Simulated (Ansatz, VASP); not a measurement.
Zn3Se in VASP and in Ansatz

```
CELL_PARAMETERS angstrom
-2.61215 2.61215 2.61215
2.61215 -2.61215 2.61215
2.61215 2.61215 -2.61215
ATOMIC_POSITIONS crystal
Zn 0.00000 0.50000 0.50000
Zn 0.50000 0.00000 0.50000
Zn 0.50000 0.50000 0.00000
Se 0.00000 0.00000 0.00000
```

Alike in both runs: task single point; functional PBE; k mesh 6 × 6 × 6; occupations gaussian, width 0.1 eV; no spin polarisation.

|  | VASP | Ansatz |
| --- | --- | --- |
| version | VASP 6.6.1 | Ansatz 0.2.0 |
| potentials or method | VASP PAW PBE potentials, release 64 (Zn, Se), cutoff 520 eV | scalar-relativistic, plane waves, PAW |
| valence electrons in the cell | 42 | 52 |

```csv
,VASP,Ansatz,Ansatz less VASP
gap on the k mesh at the Fermi level (eV),none,none,-
pressure (GPa),6.6,6.3,-0.24
```

A gap of «none» marks a metal or a gap that the smearing closes. VASP's potentials hold 42 valence electrons a cell and Ansatz's 52, so a difference there can come from the potentials and not from the codes.
